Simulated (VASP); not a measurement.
# BeS (F-43m) in VASP: further runs, part 2 of 2

VASP 6.6.1. The steps go on from the part before.

### Step 4. Single point, LDA (volume scaled by 0.98)

File INCAR:

```
SYSTEM = BeS
ALGO = Normal
EDIFF = 1E-7
ENCUT = 520
GGA = CA
ISIF = 2
ISMEAR = -1
LASPH = .True.
LCHARG = .True.
LELF = .True.
LREAL = .False.
LVHAR = .True.
LWAVE = .False.
NBANDS = 11
NELM = 80
PREC = Accurate
SIGMA = 0.05
```

File KPOINTS:

```
k-points
0
Gamma
  9 9 9
  0 0 0
```

File POSCAR:

```
BeS
1.0
    0.0000000000      2.4087243418      2.4087243418
    2.4087243418      0.0000000000      2.4087243418
    2.4087243418      2.4087243418      0.0000000000
S Be
1 1
Direct
    0.7500000000      0.7500000000      0.7500000000
    0.0000000000      0.0000000000      0.0000000000
```

Potentials or basis: VASP PAW LDA potentials, release 64 (S, Be).

Launch:

```console
$ cat potpaw_LDA.64/S/POTCAR potpaw_LDA.64/Be/POTCAR > POTCAR
$ mpirun -np 1 vasp_std > vasp.out
```

OUTCAR:

```text
SYSTEM = BeS
   EDIFF = 1E-7
   ENCUT = 520
   GGA = CA
   ISIF = 2
   ISMEAR = -1
   LASPH = .True.
   LREAL = .False.
   NELM = 80
   PREC = Accurate

 ion  position               nearest neighbor table
   1  0.750  0.750  0.750-   2 2.09   2 2.09   2 2.09   2 2.09
   2  0.000  0.000  0.000-   1 2.09   1 2.09   1 2.09   1 2.09

  LATTYP: Found a face centered cubic cell.
 ALAT       =     4.8174486836

  Lattice vectors:

 A1 = (   0.0000000000,   2.4087243418,   2.4087243418)
 A2 = (   2.4087243418,   0.0000000000,   2.4087243418)
 A3 = (   2.4087243418,   2.4087243418,   0.0000000000)

Analysis of symmetry for initial positions (statically):
=====================================================================
 Subroutine PRICEL returns:
 Original cell was already a primitive cell.

 Routine SETGRP: Setting up the symmetry group for a
 face centered cubic supercell.

 Subroutine GETGRP returns: Found 24 space group operations
 (whereof 24 operations were pure point group operations)
 out of a pool of 48 trial point group operations.

The static configuration has the point symmetry T_d .

Analysis of symmetry for dynamics (positions and initial velocities):
=====================================================================
 Subroutine PRICEL returns:
 Original cell was already a primitive cell.

 Routine SETGRP: Setting up the symmetry group for a
 face centered cubic supercell.

 Subroutine GETGRP returns: Found 24 space group operations
 (whereof 24 operations were pure point group operations)
 out of a pool of 48 trial point group operations.

The dynamic configuration has the point symmetry T_d .

 Subroutine INISYM returns: Found 24 space group operations
 (whereof 24 operations are pure point group operations),
 and found     1 'primitive' translations

----------------------------------------------------------------------------------------

                                     Primitive cell

  volume of cell :      27.9506

  direct lattice vectors                    reciprocal lattice vectors
     0.000000000  2.408724342  2.408724342    -0.207578755  0.207578755  0.207578755
     2.408724342  0.000000000  2.408724342     0.207578755 -0.207578755  0.207578755
     2.408724342  2.408724342  0.000000000     0.207578755  0.207578755 -0.207578755

  length of vectors
     3.406450632  3.406450632  3.406450632     0.359536950  0.359536950  0.359536950

  position of ions in fractional coordinates (direct lattice)
     0.750000000  0.750000000  0.750000000
     0.000000000  0.000000000  0.000000000

  ion indices of the primitive-cell ions
   primitive index   ion index
                 1           1
                 2           2

----------------------------------------------------------------------------------------

 KPOINTS: k-points

Automatic generation of k-mesh.
 Grid dimensions read from file:
 generate k-points for:    9    9    9

 Generating k-lattice:

  Cartesian coordinates                     Fractional coordinates (reciprocal lattice)
    -0.023064306  0.023064306  0.023064306     0.111111111  0.000000000  0.000000000
     0.023064306 -0.023064306  0.023064306     0.000000000  0.111111111  0.000000000
     0.023064306  0.023064306 -0.023064306     0.000000000  0.000000000  0.111111111

  Length of vectors
     0.039948550  0.039948550  0.039948550

  Shift w.r.t. Gamma in fractional coordinates (k-lattice)
     0.000000000  0.000000000  0.000000000

 Subroutine IBZKPT returns following result:
 ===========================================

 Found     35 irreducible k-points:

 Following reciprocal coordinates:
            Coordinates               Weight
  0.000000  0.000000  0.000000      1.000000
  0.111111  0.000000  0.000000      8.000000
  0.222222  0.000000  0.000000      8.000000
  0.333333  0.000000  0.000000      8.000000
  0.444444  0.000000  0.000000      8.000000
  0.111111  0.111111  0.000000      6.000000
[... 16 lines left out ...]
 -0.333333  0.333333  0.000000     12.000000
  0.444444  0.444444  0.000000      6.000000
 [... further k-points ...]
   k-points           NKPTS =     35   k-points in BZ     NKDIM =     35   number of bands    NBANDS=     11
   number of dos      NEDOS =    301   number of ions     NIONS =      2
   total plane-waves  NPLWV =  21952
   dimension x,y,z NGX =    28 NGY =   28 NGZ =   28
   dimension x,y,z NGXF=    56 NGYF=   56 NGZF=   56
   ions per type =               1   1
   NGX,Y,Z   is equivalent  to a cutoff of  13.66, 13.66, 13.66 a.u.
   NGXF,Y,Z  is equivalent  to a cutoff of  27.33, 27.33, 27.33 a.u.
 SYSTEM =  BeS
   PREC   = accura    normal or accurate (medium, high low for compatibility)
   ISTART =      0    job   : 0-new  1-cont  2-samecut
   ICHARG =      2    charge: 1-file 2-atom 10-const
   ISPIN  =      1    spin polarized calculation?
   LNONCOLLINEAR =      F non collinear calculations
   LSORBIT =      F    spin-orbit coupling
   LASPH  =      T    aspherical Exc in radial PAW
   ENCUT  =  520.0 eV  38.22 Ry    6.18 a.u.   6.33  6.33  6.33*2*pi/ulx,y,z
   NELM   =     80;   NELMIN=  2; NELMDL= -5     # of ELM steps
   EDIFF  = 0.1E-06   stopping-criterion for ELM
   LREAL  =      F    real-space projection
   EDIFFG = 0.1E-05   stopping-criterion for IOM
   NSW    =      0    number of steps for IOM
   IBRION =     -1    ionic relax: 0-MD 1-quasi-New 2-CG
   NFREE  =      0    steps in history (QN), initial steepest desc. (CG)
   ISIF   =      2    stress and relaxation
   ISYM   =      2    0-nonsym 1-usesym 2-fastsym
   POTIM  = 0.5000    time-step for ionic-motion
   TEBEG  =    0.0;   TEEND  =   0.0 temperature during run
   PSTRESS=    0.0 pullay stress
   NELECT =       8.0000    total number of electrons
   NUPDOWN=      -1.0000    fix difference up-down
   EMIN   =  10.00;   EMAX   =-10.00  energy-range for DOS
   EFERMI =   0.00;   METHOD = LEGACY
   ISMEAR =    -1;   SIGMA  =   0.05  broadening in eV -4-tet -1-fermi 0-gaus
   EFERMI_NEDOS =   21; number of points for ismear=-14 and -15
   IALGO  =     38    algorithm
   IMIX   =      4    mixing-type and parameters
     AMIX     =   0.40;   BMIX     =  1.00
     AMIX_MAG =   1.60;   BMIX_MAG =  1.00
  volume/ion in A,a.u.               =      13.98        94.31
  Fermi-wavevector in a.u.,A,eV,Ry     =   1.078883  2.038793 15.837029  1.163989
  Thomas-Fermi vector in A             =   2.214834
   LORBIT       =      0    0 simple, 1 ext, 2 COOP (PROOUT), +10 PAW based schemes
   GGA     = CA    functional components
   LHFCALC =     F    Hartree Fock is set to
   AEXX    =    0.0000 exact exchange contribution
   IVDW    =     0    specifies the selected vdW correction
   LEPSILON=     F    determine dielectric tensor
   LRPA    =     F    only Hartree local field effects (RPA)
 non-spin polarized calculation
  energy-cutoff  :      520.00
  volume of cell :       27.95
 maximum number of plane-waves:       766
 NGX is ok and might be reduce to    28
   NGX = 13   NGY = 13   NGZ = 13

 number of electron       8.0000000 magnetization

 Free energy of the ion-electron system (eV)
  ---------------------------------------------------
  ext. energy  EPLUGINS =         0.00000000
  ---------------------------------------------------
  free energy    TOTEN  =       -11.14116140 eV

  energy without entropy =      -11.14116140  energy(sigma->0) =      -11.14116140

 E-fermi :   5.2315     XC(G=0): -10.0698

 val. band max:        4.2404591538   @ k =   0.0000   0.0000   0.0000
 cond. band min:       7.1999565294   @ k =   0.4444   0.4444   0.0000
 fundamental gap:      2.9594973756
 Fermi energy:         5.2315200651

 k-point     1 :       0.0000    0.0000    0.0000
  band No.  band energies     occupation
      1      -9.5523      2.00000
      2       4.2405      2.00000
      3       4.2405      2.00000
      4       4.2405      2.00000
      5       9.7753      0.00000
      6       9.7753      0.00000
      7       9.7753      0.00000
      8      10.0878      0.00000
      9      17.0943      0.00000
     10      17.0943      0.00000
     11      19.0032      0.00000
[... 309 lines left out ...]
 k-point    24 :       0.4444    0.4444    0.0000
  band No.  band energies     occupation
      1      -7.4020      2.00000
      2      -0.7483      2.00000
      3       1.5515      2.00000
      4       1.5515      2.00000
      5       7.2000      0.00000
      6       9.0957      0.00000
      7      16.5831      0.00000
      8      16.5831      0.00000
      9      19.3904      0.00000
     10      20.5372      0.00000
     11      21.6897      0.00000

 [... further k-points ...]
[... 5 lines left out ...]
  --------------------------------------------------------------------------------------
  -------------------------------------------------------------------------------------
  Total       -0.2235183     -0.2235183     -0.2235183      0.0000000      0.0000000     -0.0000000
  in kB      -12.8124532    -12.8124532    -12.8124532      0.0000000      0.0000000     -0.0000000
  external PRESSURE =     -12.8124532 kB  Pullay stress =       0.0000000 kB

 VOLUME and BASIS-vectors are now :
 -----------------------------------------------------------------------------
  energy-cutoff  :      520.00
  volume of cell :       27.95
      direct lattice vectors                 reciprocal lattice vectors
     0.000000000  2.408724342  2.408724342    -0.207578755  0.207578755  0.207578755
     2.408724342  0.000000000  2.408724342     0.207578755 -0.207578755  0.207578755
     2.408724342  2.408724342  0.000000000     0.207578755  0.207578755 -0.207578755

 POSITION                                       TOTAL-FORCE (eV/Angst)
 -----------------------------------------------------------------------------------
      3.61309      3.61309      3.61309        -0.000000      0.000000     -0.000000
      0.00000      0.00000      0.00000         0.000000     -0.000000      0.000000
 -----------------------------------------------------------------------------------
    total drift:                               -0.000000     -0.000000     -0.000000

  FREE ENERGIE OF THE ION-ELECTRON SYSTEM (eV)
  ---------------------------------------------------
  free  energy   TOTEN  =       -11.1411614012 eV

  energy  without entropy=      -11.1411614012  energy(sigma->0) =      -11.14116140
```

stdout:

```text
POSCAR found type information on POSCAR S Be
 POSCAR found :  2 types and       2 ions
 scaLAPACK will be used
 LDA part: xc-table for (Slater(with rela. corr.)+CA(PZ))
 , standard interpolation
 POSCAR, INCAR and KPOINTS ok, starting setup
 FFT: planning ... GRIDC
 FFT: planning ... GRID_SOFT
 FFT: planning ... GRID
 WAVECAR not read
 entering main loop
```

It took 28 s on 1 thread of AMD EPYC 7R13, shared host; peak memory 0.11 GiB.

Results:

```
Free energy            : -11.1412 eV
Pressure               : -1.3 GPa
Band gap on the k mesh : 2.96 eV, indirect (least direct gap 5.53 eV)
```

Levels at points of the mesh, in eV from the valence-band top:
```tsv
k point	band 2	band 3	band 4	band 5	band 6	band 7
(0.00, 0.00, 0.00)	0.00	0.00	0.00	5.53	5.53	5.53
```

 A k mesh can miss the band edges.

### Step 5. The runs side by side

```tsv
task	level	potentials or basis	cell	k mesh	cutoff (eV)	smearing	gap on the mesh (eV)	pressure (GPa)
relaxation of cell and atoms	BLYP	VASP PAW PBE potentials, release 64 (S, Be)	relaxed from a = 3.429 Å, angles 60.0°, 2 atoms	9 × 9 × 9	600	fermi-dirac 0.05 eV	3.57	0.0
single point	PBE	VASP PAW PBE potentials, release 64 (S, Be)	a = 3.429 Å, angles 60.0°, 2 atoms	6 × 6 × 6	520	fermi-dirac 0.03 eV	3.11	1.6
single point	LDA	VASP PAW LDA potentials, release 64 (S, Be)	a = 3.406 Å, angles 60.0°, 2 atoms	9 × 9 × 9	520	fermi-dirac 0.05 eV	2.96	-1.3
```

Alike in all rows: no spin polarisation.

Caveats: the PAW data sets were made with another functional, which shifts forces and pressure a little (some runs).

Absolute energies hang on the potentials; compare differences alone.
